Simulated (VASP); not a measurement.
# Ga (P6_3/mmc) in VASP: notebook

The runs below take Ga through single point, with PBE.

All numbers are computed with VASP 6.6.1; they aren't measurements. Logs are shortened: lines on timing, memory, paths and dates and some standing lists are left out, and cuts for length are marked.

### Step 1. The cell of the first run

The structure is hexagonal, space group P6_3/mmc (No. 194). Conventional cell: a = 2.967 Å, b = 2.967 Å, c = 4.936 Å, α = 90.00°, β = 90.00°, γ = 120.00°. Ga (site symmetry -6m2) has 12 Ga at 2.97 to 3.00 Å within 3.9 Å.

This isn't the form of Ga at room conditions, which is orthorhombic.

### Step 2. Single point, PBE

INCAR

```
SYSTEM = Ga
  PREC = Accurate
  ENCUT = 520
  EDIFF = 1E-7
  ISMEAR = -1
  SIGMA = 0.08
  LREAL = .FALSE.
  LASPH = .TRUE.
  NELM = 80
  ALGO = Normal
  ISIF = 2
  LWAVE = .FALSE.
  LCHARG = .FALSE.
  GGA = PE
  NBANDS = 20
```

KPOINTS

```
Automatic mesh
0
G
  15 15 8
  0 0 0
```

POSCAR

```
Ga
1.0
    2.9670448627      0.0000000000      0.0000000000
   -1.4835224313      2.5695362253      0.0000000000
    0.0000000000      0.0000000000      4.9355664037
Ga
2
Direct
    0.3333333333      0.6666666667      0.2500000000
    0.6666666667      0.3333333333      0.7500000000
```

Potentials or basis: VASP PAW PBE potentials, release 64 (Ga_d).

Started as:

```bash
cat potpaw_PBE.64/Ga_d/POTCAR > POTCAR
mpirun -np 1 vasp_std > vasp.out
```

OUTCAR:

```text
SYSTEM = Ga
   PREC = Accurate
   ENCUT = 520
   EDIFF = 1E-7
   ISMEAR = -1
   LREAL = .FALSE.
   LASPH = .TRUE.
   NELM = 80
   ISIF = 2
   GGA = PE

 ion  position               nearest neighbor table
   1  0.333  0.667  0.250-
   2  0.667  0.333  0.750-

  LATTYP: Found a hexagonal cell.
 ALAT       =     2.9670448627
 C/A-ratio  =     1.6634620075

  Lattice vectors:

 A1 = (   2.9670448627,   0.0000000000,   0.0000000000)
 A2 = (  -1.4835224313,   2.5695362253,   0.0000000000)
 A3 = (   0.0000000000,   0.0000000000,   4.9355664037)

Analysis of symmetry for initial positions (statically):
=====================================================================
 Subroutine PRICEL returns:
 Original cell was already a primitive cell.

 Routine SETGRP: Setting up the symmetry group for a
 hexagonal supercell.

 Subroutine GETGRP returns: Found 24 space group operations
 (whereof 12 operations were pure point group operations)
 out of a pool of 24 trial point group operations.

The static configuration has the point symmetry D_3d.
 The point group associated with its full space group is D_6h.

Analysis of symmetry for dynamics (positions and initial velocities):
=====================================================================
 Subroutine PRICEL returns:
 Original cell was already a primitive cell.

 Routine SETGRP: Setting up the symmetry group for a
 hexagonal supercell.

 Subroutine GETGRP returns: Found 24 space group operations
 (whereof 12 operations were pure point group operations)
 out of a pool of 24 trial point group operations.

The dynamic configuration has the point symmetry D_3d.
 The point group associated with its full space group is D_6h.

 Subroutine INISYM returns: Found 24 space group operations
 (whereof 12 operations are pure point group operations),
 and found     1 'primitive' translations

----------------------------------------------------------------------------------------

                                     Primitive cell

  volume of cell :      37.6284

  direct lattice vectors                    reciprocal lattice vectors
     2.967044863  0.000000000  0.000000000     0.337035686  0.194587644  0.000000000
    -1.483522431  2.569536225  0.000000000     0.000000000  0.389175288  0.000000000
     0.000000000  0.000000000  4.935566404     0.000000000  0.000000000  0.202610991

  length of vectors
     2.967044863  2.967044863  4.935566404     0.389175288  0.389175288  0.202610991

  position of ions in fractional coordinates (direct lattice)
     0.333333333  0.666666667  0.250000000
     0.666666667  0.333333333  0.750000000

  ion indices of the primitive-cell ions
   primitive index   ion index
                 1           1
                 2           2

----------------------------------------------------------------------------------------

 KPOINTS: Automatic mesh

Automatic generation of k-mesh.
 Grid dimensions read from file:
 generate k-points for:   15   15    8

 Generating k-lattice:

  Cartesian coordinates                     Fractional coordinates (reciprocal lattice)
     0.022469046  0.012972510  0.000000000     0.066666667  0.000000000  0.000000000
     0.000000000  0.025945019  0.000000000     0.000000000  0.066666667  0.000000000
     0.000000000  0.000000000  0.025326374     0.000000000  0.000000000  0.125000000

  Length of vectors
     0.025945019  0.025945019  0.025326374

  Shift w.r.t. Gamma in fractional coordinates (k-lattice)
     0.000000000  0.000000000  0.000000000

 Subroutine IBZKPT returns following result:
 ===========================================

 Found    135 irreducible k-points:

 Following reciprocal coordinates:
            Coordinates               Weight
  0.000000  0.000000  0.000000      1.000000
  0.066667  0.000000  0.000000      6.000000
  0.133333  0.000000  0.000000      6.000000
  0.200000  0.000000  0.000000      6.000000
  0.266667  0.000000  0.000000      6.000000
  0.333333  0.000000  0.000000      6.000000
[... 16 lines left out ...]
  0.333333  0.200000  0.000000     12.000000
  0.400000  0.200000  0.000000      6.000000
 [... further k-points ...]
   k-points           NKPTS =    135   k-points in BZ     NKDIM =    135   number of bands    NBANDS=     20
   number of dos      NEDOS =    301   number of ions     NIONS =      2
   total plane-waves  NPLWV =  23040
   dimension x,y,z NGX =    24 NGY =   24 NGZ =   40
   dimension x,y,z NGXF=    48 NGYF=   48 NGZF=   80
   ions per type =               2
   NGX,Y,Z   is equivalent  to a cutoff of  13.45, 13.45, 13.47 a.u.
   NGXF,Y,Z  is equivalent  to a cutoff of  26.89, 26.89, 26.95 a.u.
 SYSTEM =  Ga
   PREC   = accura    normal or accurate (medium, high low for compatibility)
   ISTART =      0    job   : 0-new  1-cont  2-samecut
   ICHARG =      2    charge: 1-file 2-atom 10-const
   ISPIN  =      1    spin polarized calculation?
   LNONCOLLINEAR =      F non collinear calculations
   LSORBIT =      F    spin-orbit coupling
   LASPH  =      T    aspherical Exc in radial PAW
   ENCUT  =  520.0 eV  38.22 Ry    6.18 a.u.   5.52  5.52  9.18*2*pi/ulx,y,z
   NELM   =     80;   NELMIN=  2; NELMDL= -5     # of ELM steps
   EDIFF  = 0.1E-06   stopping-criterion for ELM
   LREAL  =      F    real-space projection
   EDIFFG = 0.1E-05   stopping-criterion for IOM
   NSW    =      0    number of steps for IOM
   IBRION =     -1    ionic relax: 0-MD 1-quasi-New 2-CG
   NFREE  =      0    steps in history (QN), initial steepest desc. (CG)
   ISIF   =      2    stress and relaxation
   ISYM   =      2    0-nonsym 1-usesym 2-fastsym
   POTIM  = 0.5000    time-step for ionic-motion
   TEBEG  =    0.0;   TEEND  =   0.0 temperature during run
   PSTRESS=    0.0 pullay stress
   NELECT =      26.0000    total number of electrons
   NUPDOWN=      -1.0000    fix difference up-down
   EMIN   =  10.00;   EMAX   =-10.00  energy-range for DOS
   EFERMI =   0.00;   METHOD = LEGACY
   ISMEAR =    -1;   SIGMA  =   0.08  broadening in eV -4-tet -1-fermi 0-gaus
   EFERMI_NEDOS =   21; number of points for ismear=-14 and -15
   IALGO  =     38    algorithm
   IMIX   =      4    mixing-type and parameters
     AMIX     =   0.40;   BMIX     =  1.00
     AMIX_MAG =   1.60;   BMIX_MAG =  1.00
  volume/ion in A,a.u.               =      18.81       126.96
  Fermi-wavevector in a.u.,A,eV,Ry     =   1.447307  2.735014 28.500090  2.094698
  Thomas-Fermi vector in A             =   2.565277
   LORBIT       =      0    0 simple, 1 ext, 2 COOP (PROOUT), +10 PAW based schemes
   GGA     = PE    functional components
   LHFCALC =     F    Hartree Fock is set to
   AEXX    =    0.0000 exact exchange contribution
   IVDW    =     0    specifies the selected vdW correction
   LEPSILON=     F    determine dielectric tensor
   LRPA    =     F    only Hartree local field effects (RPA)
 non-spin polarized calculation
  energy-cutoff  :      520.00
  volume of cell :       37.63
 maximum number of plane-waves:      1050
 NGX is ok and might be reduce to    24
   NGX = 11   NGY = 11   NGZ = 19

 number of electron      26.0000006 magnetization

 Free energy of the ion-electron system (eV)
  ---------------------------------------------------
  ext. energy  EPLUGINS =         0.00000000
  ---------------------------------------------------
  free energy    TOTEN  =        -5.76774099 eV

  energy without entropy =       -5.75081201  energy(sigma->0) =       -5.75927650

 E-fermi :   5.5946     XC(G=0): -11.0344

 val. band max:        5.5336711799   @ k =   0.3333   0.3333   0.2500
 cond. band min:       5.6011587308   @ k =   0.4000   0.2000   0.0000
 fundamental gap:      0.0674875509
 Fermi energy:         5.5945861428

 k-point     1 :       0.0000    0.0000    0.0000
  band No.  band energies     occupation
      1      -9.3950      2.00000
      2      -9.3279      2.00000
      3      -9.2994      2.00000
      4      -9.2994      2.00000
      5      -9.2786      2.00000
      6      -9.2786      2.00000
[... 12 lines left out ...]
     19      19.8169      0.00000
     20      19.8892      0.00000

 k-point     2 :       0.0667    0.0000    0.0000
  band No.  band energies     occupation
      1      -9.3886      2.00000
      2      -9.3292      2.00000
      3      -9.2956      2.00000
      4      -9.2901      2.00000
      5      -9.2793      2.00000
      6      -9.2700      2.00000
[... 12 lines left out ...]
     19      19.7563      0.00000
     20      20.4962      0.00000

 k-point     3 :       0.1333    0.0000    0.0000
  band No.  band energies     occupation
      1      -9.3793      2.00000
      2      -9.3296      2.00000
      3      -9.2910      2.00000
      4      -9.2709      2.00000
      5      -9.2639      2.00000
      6      -9.2488      2.00000
[... 12 lines left out ...]
     19      17.9989      0.00000
     20      20.4620      0.00000

 k-point     4 :       0.2000    0.0000    0.0000
  band No.  band energies     occupation
      1      -9.3904      2.00000
      2      -9.3155      2.00000
      3      -9.2955      2.00000
      4      -9.2763      2.00000
      5      -9.2549      2.00000
      6      -9.2402      2.00000
[... 12 lines left out ...]
     19      17.4300      0.00000
     20      19.5798      0.00000

 k-point     5 :       0.2667    0.0000    0.0000
  band No.  band energies     occupation
      1      -9.4145      2.00000
      2      -9.3228      2.00000
      3      -9.3117      2.00000
      4      -9.2738      2.00000
      5      -9.2700      2.00000
      6      -9.2009      2.00000
[... 12 lines left out ...]
     19      16.7386      0.00000
     20      19.2918      0.00000
[... 353 lines left out ...]
      6      -9.2113      2.00000
[... 12 lines left out ...]
     19      15.2883      0.00000
     20      20.4850      0.00000

 k-point    22 :       0.2667    0.2000    0.0000
  band No.  band energies     occupation
      1      -9.3758      2.00000
      2      -9.3702      2.00000
      3      -9.3255      2.00000
      4      -9.2971      2.00000
      5      -9.2325      2.00000
      6      -9.2240      2.00000
[... 12 lines left out ...]
     19      14.3245      0.00000
     20      20.4512      0.00000

 k-point    23 :       0.3333    0.2000    0.0000
  band No.  band energies     occupation
      1      -9.3945      2.00000
      2      -9.3813      2.00000
      3      -9.3047      2.00000
      4      -9.2946      2.00000
      5      -9.2393      2.00000
      6      -9.2220      2.00000
[... 12 lines left out ...]
     19      13.8491      0.00000
     20      20.2203      0.00000

 k-point    24 :       0.4000    0.2000    0.0000
  band No.  band energies     occupation
      1      -9.4010      2.00000
      2      -9.3852      2.00000
      3      -9.2976      2.00000
      4      -9.2923      2.00000
      5      -9.2462      2.00000
      6      -9.2137      2.00000
[... 12 lines left out ...]
     19      13.7052      0.00000
     20      20.1374      0.00000

 [... further k-points ...]

------------------------ aborting loop because EDIFF is reached ----------------------------------------

  FORCE on cell =-STRESS in cart. coord.  units (eV):
  Direction    XX          YY          ZZ          XY          YZ          ZX
  --------------------------------------------------------------------------------------
  -------------------------------------------------------------------------------------
  Total        0.1864382      0.1864382      0.1788599      0.0000000      0.0000000      0.0000000
  in kB        7.9383400      7.9383400      7.6156628      0.0000000      0.0000000      0.0000000
  external PRESSURE =       7.8307809 kB  Pullay stress =       0.0000000 kB

 VOLUME and BASIS-vectors are now :
 -----------------------------------------------------------------------------
  energy-cutoff  :      520.00
  volume of cell :       37.63
      direct lattice vectors                 reciprocal lattice vectors
     2.967044863  0.000000000  0.000000000     0.337035686  0.194587644  0.000000000
    -1.483522431  2.569536225  0.000000000     0.000000000  0.389175288  0.000000000
     0.000000000  0.000000000  4.935566404     0.000000000  0.000000000  0.202610991

 POSITION                                       TOTAL-FORCE (eV/Angst)
 -----------------------------------------------------------------------------------
     -0.00000      1.71302      1.23389         0.000000     -0.000000     -0.000000
      1.48352      0.85651      3.70167        -0.000000      0.000000      0.000000
 -----------------------------------------------------------------------------------
    total drift:                               -0.000000      0.000000      0.000000

  FREE ENERGIE OF THE ION-ELECTRON SYSTEM (eV)
  ---------------------------------------------------
  free  energy   TOTEN  =        -5.7677409885 eV

  energy  without entropy=       -5.7508120127  energy(sigma->0) =       -5.75927650
```

It took 1.7 min on 1 thread of Intel Xeon 8259CL, shared host; peak memory 0.21 GiB.

What came out:

```
Free energy            : -5.7677 eV
Pressure               : 0.8 GPa
Band gap on the k mesh : zero (bands 13 and 14 overlap by 7.26 eV)
```

### Step 3. Single point, PBE

INCAR

```
SYSTEM = Ga
PREC = Accurate
ENCUT = 520
EDIFF = 1E-6
ISMEAR = -1
SIGMA = 0.08
LREAL = .FALSE.
LASPH = .TRUE.
NELM = 60
ALGO = Normal
ISIF = 2
LWAVE = .FALSE.
LCHARG = .FALSE.
GGA = PE
NBANDS = 20
```

KPOINTS is that of step 2.

POSCAR

```
Ga
1.0
    2.9670448627      0.0000000000      0.0000000000
   -1.4835224314      2.5695362253      0.0000000000
    0.0000000000      0.0000000000      4.9355664037
Ga
2
Direct
    0.3333333333      0.6666666667      0.2500000000
    0.6666666667      0.3333333333      0.7500000000
```

Potentials or basis: VASP PAW PBE potentials, release 64 (Ga_d).

Started as:

```bash
cat potpaw_PBE.64/Ga_d/POTCAR > POTCAR
mpirun -np 1 vasp_std > vasp.out
```

Run time: 95 s. Hardware: 1 thread of Intel Xeon 8259CL, shared host; peak memory 0.22 GiB.

Results (log left out):

| Item | Value |
| --- | --- |
| Free energy | -5.7677 eV |
| Pressure | 0.8 GPa |
| Band gap on the k mesh | zero (bands 13 and 14 overlap by 7.26 eV) |

Levels at points of the mesh, in eV from the Fermi level:
```tsv
k point	band 11	band 12	band 13	band 14	band 15	band 16
(0.00, 0.00, 0.00)	-11.08	-5.20	-4.06	9.98	9.98	11.89
(0.00, 0.00, 0.50)	-9.49	-9.49	3.27	3.27	11.12	11.12
```
